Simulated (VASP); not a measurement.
# Na (I4/mmm) in VASP: a series of runs

Na is run at these levels: LDA; tasks: single point.

All numbers are computed with VASP 6.6.1; they aren't measurements. Logs are shortened: lines on timing, memory, paths and dates and some standing lists are left out, and cuts for length are marked.

### Step 1. The cell of the first run

It takes space group I4/mmm (No. 139, tetragonal). Conventional cell: a = 3.777 Å, b = 3.777 Å, c = 5.275 Å, α = 90.00°, β = 90.00°, γ = 90.00°. Within 4.9 Å of Na (site symmetry 4/mmm) lie 12 Na at 3.75 to 3.78 Å.

### Step 2. Single point, LDA

Input file INCAR:

```
SYSTEM = Na
PREC     = Accurate       ! precision mode
ENCUT    = 520            ! plane-wave cutoff, eV
EDIFF    = 1E-7           ! SCF threshold, eV
ISMEAR   = -1             ! smearing method
SIGMA    = 0.1            ! smearing width, eV
LREAL    = .FALSE.        ! projectors in reciprocal space
LASPH    = .TRUE.         ! aspherical terms in the spheres
NELM     = 100            ! most SCF steps
ALGO     = Normal         ! electronic algorithm
ISIF     = 2              ! what is computed and relaxed
LWAVE    = .FALSE.        ! write WAVECAR
LCHARG   = .TRUE.         ! write CHGCAR
LELF     = .TRUE.         ! ELF
LVHAR    = .TRUE.       
NBANDS   = 10             ! bands
```

Input file KPOINTS:

```
regular mesh
0
G
  10 10 10
  0 0 0
```

Input file POSCAR:

```
Na
1.0
   -1.8882910000      1.8882910000      2.6372770000
    1.8882910000     -1.8882910000      2.6372770000
    1.8882910000      1.8882910000     -2.6372770000
Na
1
Direct
    0.0000000000      0.0000000000      0.0000000000
```

Potentials or basis: VASP PAW LDA potentials, release 64 (Na_pv).

Launch:

```sh
> cat potpaw_LDA.64/Na_pv/POTCAR > POTCAR
> mpirun -np 1 vasp_std > vasp.out
```

OUTCAR:

```text
SYSTEM = Na
   PREC = Accurate
   ENCUT = 520
   EDIFF = 1E-7
   ISMEAR = -1
   LREAL = .FALSE.
   LASPH = .TRUE.
   NELM = 100
   ISIF = 2

 ion  position               nearest neighbor table
   1  0.000  0.000  0.000-

  LATTYP: Found a body centered tetragonal cell.
 ALAT       =     3.7765820000
 C/A-ratio  =     1.3966475506

  Lattice vectors:

 A1 = (  -1.8882910000,   1.8882910000,   2.6372770000)
 A2 = (   1.8882910000,  -1.8882910000,   2.6372770000)
 A3 = (   1.8882910000,   1.8882910000,  -2.6372770000)

Analysis of symmetry for initial positions (statically):
=====================================================================
 Subroutine PRICEL returns:
 Original cell was already a primitive cell.

 Routine SETGRP: Setting up the symmetry group for a
 body centered tetragonal supercell.

 Subroutine GETGRP returns: Found 16 space group operations
 (whereof 16 operations were pure point group operations)
 out of a pool of 16 trial point group operations.

The static configuration has the point symmetry D_4h.

Analysis of symmetry for dynamics (positions and initial velocities):
=====================================================================
 Subroutine PRICEL returns:
 Original cell was already a primitive cell.

 Routine SETGRP: Setting up the symmetry group for a
 body centered tetragonal supercell.

 Subroutine GETGRP returns: Found 16 space group operations
 (whereof 16 operations were pure point group operations)
 out of a pool of 16 trial point group operations.

The dynamic configuration has the point symmetry D_4h.

 Subroutine INISYM returns: Found 16 space group operations
 (whereof 16 operations are pure point group operations),
 and found     1 'primitive' translations

----------------------------------------------------------------------------------------

                                     Primitive cell

  volume of cell :      37.6144

  direct lattice vectors                    reciprocal lattice vectors
    -1.888291000  1.888291000  2.637277000     0.000000000  0.264789696  0.189589489
     1.888291000 -1.888291000  2.637277000     0.264789696  0.000000000  0.189589489
     1.888291000  1.888291000 -2.637277000     0.264789696  0.264789696  0.000000000

  length of vectors
     3.753200738  3.753200738  3.753200738     0.325665100  0.325665100  0.374469179

  position of ions in fractional coordinates (direct lattice)
     0.000000000  0.000000000  0.000000000

  ion indices of the primitive-cell ions
   primitive index   ion index
                 1           1

----------------------------------------------------------------------------------------

 KPOINTS: regular mesh

Automatic generation of k-mesh.
 Grid dimensions read from file:
 generate k-points for:   10   10   10

 Generating k-lattice:

  Cartesian coordinates                     Fractional coordinates (reciprocal lattice)
     0.000000000  0.026478970  0.018958949     0.100000000  0.000000000 -0.000000000
     0.026478970  0.000000000  0.018958949     0.000000000  0.100000000 -0.000000000
     0.026478970  0.026478970  0.000000000     0.000000000  0.000000000  0.100000000

  Length of vectors
     0.032566510  0.032566510  0.037446918

  Shift w.r.t. Gamma in fractional coordinates (k-lattice)
     0.000000000  0.000000000  0.000000000

 Subroutine IBZKPT returns following result:
 ===========================================

 Found    102 irreducible k-points:

 Following reciprocal coordinates:
            Coordinates               Weight
  0.000000  0.000000  0.000000      1.000000
  0.100000 -0.000000  0.000000      8.000000
  0.200000 -0.000000  0.000000      8.000000
  0.300000  0.000000  0.000000      8.000000
  0.400000 -0.000000  0.000000      8.000000
  0.500000 -0.000000  0.000000      4.000000
[... 16 lines left out ...]
  0.300000  0.300000  0.000000      8.000000
  0.400000  0.300000  0.000000     16.000000
 [... further k-points ...]
   k-points           NKPTS =    102   k-points in BZ     NKDIM =    102   number of bands    NBANDS=     10
   number of dos      NEDOS =    301   number of ions     NIONS =      1
   total plane-waves  NPLWV =  21952
   dimension x,y,z NGX =    28 NGY =   28 NGZ =   28
   dimension x,y,z NGXF=    56 NGYF=   56 NGZF=   56
   ions per type =               1
   NGX,Y,Z   is equivalent  to a cutoff of  12.40, 12.40, 12.40 a.u.
   NGXF,Y,Z  is equivalent  to a cutoff of  24.80, 24.80, 24.80 a.u.
 SYSTEM =  Na
   PREC   = accura    normal or accurate (medium, high low for compatibility)
   ISTART =      0    job   : 0-new  1-cont  2-samecut
   ICHARG =      2    charge: 1-file 2-atom 10-const
   ISPIN  =      1    spin polarized calculation?
   LNONCOLLINEAR =      F non collinear calculations
   LSORBIT =      F    spin-orbit coupling
   LASPH  =      T    aspherical Exc in radial PAW
   ENCUT  =  520.0 eV  38.22 Ry    6.18 a.u.   6.98  6.98  6.98*2*pi/ulx,y,z
   NELM   =    100;   NELMIN=  2; NELMDL= -5     # of ELM steps
   EDIFF  = 0.1E-06   stopping-criterion for ELM
   LREAL  =      F    real-space projection
   EDIFFG = 0.1E-05   stopping-criterion for IOM
   NSW    =      0    number of steps for IOM
   IBRION =     -1    ionic relax: 0-MD 1-quasi-New 2-CG
   NFREE  =      0    steps in history (QN), initial steepest desc. (CG)
   ISIF   =      2    stress and relaxation
   ISYM   =      2    0-nonsym 1-usesym 2-fastsym
   POTIM  = 0.5000    time-step for ionic-motion
   TEBEG  =    0.0;   TEEND  =   0.0 temperature during run
   PSTRESS=    0.0 pullay stress
   NELECT =       7.0000    total number of electrons
   NUPDOWN=      -1.0000    fix difference up-down
   EMIN   =  10.00;   EMAX   =-10.00  energy-range for DOS
   EFERMI =   0.00;   METHOD = LEGACY
   ISMEAR =    -1;   SIGMA  =   0.10  broadening in eV -4-tet -1-fermi 0-gaus
   EFERMI_NEDOS =   21; number of points for ismear=-14 and -15
   IALGO  =     38    algorithm
   IMIX   =      4    mixing-type and parameters
     AMIX     =   0.40;   BMIX     =  1.00
     AMIX_MAG =   1.60;   BMIX_MAG =  1.00
  volume/ion in A,a.u.               =      37.61       253.83
  Fermi-wavevector in a.u.,A,eV,Ry     =   0.934666  1.766262 11.886050  0.873600
  Thomas-Fermi vector in A             =   2.061494
   LORBIT       =      0    0 simple, 1 ext, 2 COOP (PROOUT), +10 PAW based schemes
   GGA     = CA    functional components
   LHFCALC =     F    Hartree Fock is set to
   AEXX    =    0.0000 exact exchange contribution
   IVDW    =     0    specifies the selected vdW correction
   LEPSILON=     F    determine dielectric tensor
   LRPA    =     F    only Hartree local field effects (RPA)
 non-spin polarized calculation
  energy-cutoff  :      520.00
  volume of cell :       37.61
 maximum number of plane-waves:      1025
   NGX = 13   NGY = 13   NGZ = 13

 number of electron       6.9999999 magnetization

 Free energy of the ion-electron system (eV)
  ---------------------------------------------------
  ext. energy  EPLUGINS =         0.00000000
  ---------------------------------------------------
  free energy    TOTEN  =        -1.45070772 eV

  energy without entropy =       -1.43491119  energy(sigma->0) =       -1.44280945

 E-fermi :   0.0679     XC(G=0):  -6.6870

 val. band max:        0.0552207896   @ k =  -0.3000  -0.4000   0.2000
 cond. band min:       0.2479873252   @ k =  -0.4000   0.4000   0.0000
 fundamental gap:      0.1927665357
 Fermi energy:         0.0679163879

 k-point     1 :       0.0000    0.0000    0.0000
  band No.  band energies     occupation
      1     -24.8322      2.00000
      2     -24.8322      2.00000
      3     -24.8322      2.00000
      4      -3.1328      2.00000
      5      11.0580      0.00000
      6      11.0580      0.00000
      7      11.1051      0.00000
      8      12.3200      0.00000
      9      12.5256      0.00000
     10      12.5314      0.00000

 k-point     2 :       0.1000   -0.0000    0.0000
  band No.  band energies     occupation
      1     -24.8355      2.00000
      2     -24.8327      2.00000
      3     -24.8326      2.00000
      4      -2.9680      2.00000
      5       9.0884      0.00000
      6      10.7315      0.00000
      7      10.7824      0.00000
      8      12.1484      0.00000
      9      13.1013      0.00000
     10      13.1260      0.00000

 k-point     3 :       0.2000   -0.0000    0.0000
  band No.  band energies     occupation
      1     -24.8440      2.00000
      2     -24.8339      2.00000
      3     -24.8338      2.00000
      4      -2.4768      2.00000
      5       6.6976      0.00000
      6      10.3032      0.00000
      7      10.3849      0.00000
      8      11.6894      0.00000
      9      13.0999      0.00000
     10      13.3430      0.00000

 k-point     4 :       0.3000    0.0000    0.0000
  band No.  band energies     occupation
      1     -24.8544      2.00000
      2     -24.8355      2.00000
      3     -24.8351      2.00000
      4      -1.6682      2.00000
      5       4.5020      0.00000
      6      10.0609      0.00000
      7      10.1738      0.00000
      8      11.3985      0.00000
      9      12.0258      0.00000
     10      12.2546      0.00000
[... 222 lines left out ...]
 k-point    22 :      -0.2000    0.2000    0.0000
  band No.  band energies     occupation
      1     -24.8435      2.00000
      2     -24.8366      2.00000
      3     -24.8362      2.00000
      4      -2.2671      2.00000
      5       8.2762      0.00000
      6       8.7600      0.00000
      7       8.7826      0.00000
      8       9.4379      0.00000
      9      11.1263      0.00000
     10      16.3073      0.00000

 k-point    23 :       0.3000    0.3000    0.0000
  band No.  band energies     occupation
      1     -24.8568      2.00000
      2     -24.8514      2.00000
      3     -24.8389      2.00000
      4       0.6990      0.00363
      5       3.3755      0.00000
      6       4.1772      0.00000
      7       8.6114      0.00000
      8       9.4006      0.00000
      9      14.8180      0.00000
     10      15.5169      0.00000

 k-point    24 :       0.4000    0.3000    0.0000
  band No.  band energies     occupation
      1     -24.8583      2.00000
      2     -24.8512      2.00000
      3     -24.8408      2.00000
      4       1.8643      0.00000
      5       2.2410      0.00000
      6       4.1944      0.00000
      7       8.0219      0.00000
      8       8.7016      0.00000
      9      14.3135      0.00000
     10      15.4779      0.00000

 [... further k-points ...]
[... 5 lines left out ...]
  --------------------------------------------------------------------------------------
  -------------------------------------------------------------------------------------
  Total       -0.2081763     -0.2081763     -0.2024085      0.0000000      0.0000000      0.0000000
  in kB       -8.8672363     -8.8672363     -8.6215581      0.0000000      0.0000000      0.0000000
  external PRESSURE =      -8.7853436 kB  Pullay stress =       0.0000000 kB

 VOLUME and BASIS-vectors are now :
 -----------------------------------------------------------------------------
  energy-cutoff  :      520.00
  volume of cell :       37.61
      direct lattice vectors                 reciprocal lattice vectors
    -1.888291000  1.888291000  2.637277000     0.000000000  0.264789696  0.189589489
     1.888291000 -1.888291000  2.637277000     0.264789696  0.000000000  0.189589489
     1.888291000  1.888291000 -2.637277000     0.264789696  0.264789696  0.000000000

 POSITION                                       TOTAL-FORCE (eV/Angst)
 -----------------------------------------------------------------------------------
      0.00000      0.00000      0.00000        -0.000000      0.000000      0.000000
 -----------------------------------------------------------------------------------
    total drift:                                0.000000      0.000000      0.000000

  FREE ENERGIE OF THE ION-ELECTRON SYSTEM (eV)
  ---------------------------------------------------
  free  energy   TOTEN  =        -1.4507077185 eV

  energy  without entropy=       -1.4349111897  energy(sigma->0) =       -1.44280945
```

Wall time 30 s (1 thread of AMD EPYC 7R13 (Zen 3), shared host); peak memory 0.12 GiB.

What came out:

```
Free energy : -1.4507 eV
Pressure    : -0.9 GPa
```

### Step 3. Single point, LDA

Input file INCAR:

```
ALGO = Normal
EDIFF = 1E-6
ENCUT = 520
GGA = CA
ISIF = 2
ISMEAR = -1
LASPH = True
LCHARG = True
LELF = True
LREAL = False
LVHAR = True
LWAVE = False
NBANDS = 10
NELM = 100
PREC = Accurate
SIGMA = 0.1
```

Input file KPOINTS:

```
k-points
0
Gamma
  10 10 10
```

POSCAR is that of step 2.

Potentials or basis: VASP PAW LDA potentials, release 64 (Na_pv).

Launch:

```sh
> cat potpaw_LDA.64/Na_pv/POTCAR > POTCAR
> mpirun -np 1 vasp_std > vasp.out
```

Run time: 28 s. Hardware: 1 thread of AMD EPYC 7R13 (Zen 3), shared host; peak memory 0.12 GiB.

Results (log left out):

```yaml
Free_energy: -1.4507 eV
Pressure: -0.9 GPa
```

Levels at points of the mesh, in eV from the Fermi level:
```tsv
k point	band 1	band 2	band 3	band 4	band 5	band 6	band 7	band 8
(0.00, 0.00, 0.00)	-24.90	-24.90	-24.90	-3.20	10.99	10.99	11.04	12.25
(0.50, 0.00, 0.00)	-24.93	-24.91	-24.90	0.63	0.95	10.00	10.17	10.87
(0.50, 0.50, 0.00)	-24.93	-24.91	-24.91	1.76	2.30	6.34	7.10	7.11
(0.50, 0.50, 0.50)	-24.93	-24.91	-24.91	1.89	2.43	6.23	6.97	6.97
```
